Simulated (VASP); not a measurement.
SiNi3: single point with PBEsol

SiNi3:

```
Si Ni
1.0
     3.46125    0.00000    0.00000
     0.00000    3.76410    0.00000
     0.00000    0.00000    3.46125
Si Ni
1 3
Direct
  0.00000 0.00000 0.00000
  0.00000 0.50000 0.50000
  0.50000 0.00000 0.50000
  0.50000 0.50000 0.00000
```

This cell differs from its parent crystal: strain +0.0875 x Voigt [0, 1, 0, 0, 0, 0].

```
Program             : VASP 6.6.1
Task                : single point
Functional          : PBEsol
Potentials or basis : VASP PAW PBE potentials, release 64 (Si, Ni)
Cutoff              : 520 eV
k mesh              : 14 × 14 × 14
Occupations         : gaussian, width 0.15 eV
Spin                : no spin polarisation
```

```yaml
Pressure: -15.6 GPa
Band_gap_on_the_k_mesh: zero (bands 17 and 18 overlap by 0.44 eV)
```

Stress tensor (GPa, compression positive):
```
-11.11   0.00   0.00
  0.00 -24.63   0.00
  0.00   0.00 -11.11
```

Levels at points of the mesh, in eV from the Fermi level:
| k point | band 15 | band 16 | band 17 | band 18 | band 19 | band 20 |
| --- | --- | --- | --- | --- | --- | --- |
| (0.00, 0.00, 0.00) | -0.34 | -0.29 | -0.14 | -0.14 | 0.24 | 4.04 |
| (0.50, 0.00, 0.00) | -1.08 | -0.67 | -0.14 | 3.09 | 4.05 | 4.20 |
| (0.00, 0.50, 0.00) | -1.06 | -0.33 | 0.24 | 3.21 | 3.21 | 5.28 |
| (0.50, 0.50, 0.00) | -1.15 | -1.01 | -0.99 | 0.48 | 0.49 | 5.54 |
| (0.50, 0.00, 0.50) | -0.99 | -0.89 | -0.77 | 0.73 | 0.73 | 4.95 |
| (0.50, 0.50, 0.50) | -0.96 | -0.36 | -0.31 | -0.19 | -0.19 | 1.02 |

Run time: 7.8 min on 1 thread of Intel Xeon 8259CL (shared host), peak memory 0.37 GiB.

Caveat: the cell differs from its parent crystal (strain +0.0875 x Voigt [0, 1, 0, 0, 0, 0]); the cell stands under tension; the PAW data sets were made with another functional, which shifts forces and pressure a little. Spin polarisation is off, so any magnetic state and its effect on volume and gap are missing.
